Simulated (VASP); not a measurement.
Set up this calculation in VASP 6.6.1, as the native input.

| Quantity | Value |
| --- | --- |
| Task | relaxation of cell and atoms |
| Functional | PBE |
| Dispersion | D4 |
| Potentials or basis | VASP PAW PBE potentials, release 64 (Al) |
| Cutoff | 600 eV |
| k mesh | 11 × 11 × 11 |
| Occupations | gaussian, width 0.025 eV |
| Spin | no spin polarisation |
| Dipole correction | no |
| Further INCAR settings | ALGO = Normal; EDIFF = 1e-07; IBRION = 2; EDIFFG = -0.01; NSW = 60; ISIF = 3 |

The structure of Al lies in POSCAR:

```
Al
1.0
    0.0000000000      1.9403381767      1.9403381767
    1.9403381767      0.0000000000      1.9403381767
    1.9403381767      1.9403381767      0.0000000000
Al
1
Direct
    0.0000000000      0.0000000000      0.0000000000
```

This cell differs from its parent crystal: volume scaled by 0.88.

One way to write it, as run:

INCAR

```
SYSTEM = Al
PREC = Accurate
ENCUT = 600
EDIFF = 1E-7
ISMEAR = 0
SIGMA = 0.025
LREAL = .FALSE.
LASPH = .TRUE.
NELM = 60
ALGO = Normal
ISIF = 3
LWAVE = .FALSE.
LCHARG = .FALSE.
GGA = PE
IVDW = 13
IBRION = 2
NSW = 60
EDIFFG = -0.01
```

KPOINTS

```
Automatic mesh
0
G
  11 11 11
  0 0 0
```

Potentials or basis: VASP PAW PBE potentials, release 64 (Al).

The run is started by

```sh
$ cat potpaw_PBE.64/Al/POTCAR > POTCAR
$ mpirun -np 1 vasp_std > vasp.out
```

It gave:

| Property | Result |
| --- | --- |
| Relaxed volume | 15.84 Å³/atom |
| Relaxed cell | a = 2.819 Å, b = 2.819 Å, c = 2.819 Å, α = 60.00°, β = 60.00°, γ = 60.00° |
| Space group after relaxing (to 0.05 Å) | Fm-3m (No. 225) |
| Energy gained by relaxing | 30.5 meV/atom |
| Ionic steps | 3 |
| Pressure after relaxing | 0.0 GPa |
| Dispersion energy per atom | -0.358 eV |

Caveat: the cell differs from its parent crystal (volume scaled by 0.88); pairwise dispersion overbinds metals, which lowers pressure and volume.

Wall time 5.9 s on 1 thread of Intel(R) Xeon(R) 6975P-C (Granite Rapids), with other jobs on the host, peak memory 0.14 GiB.
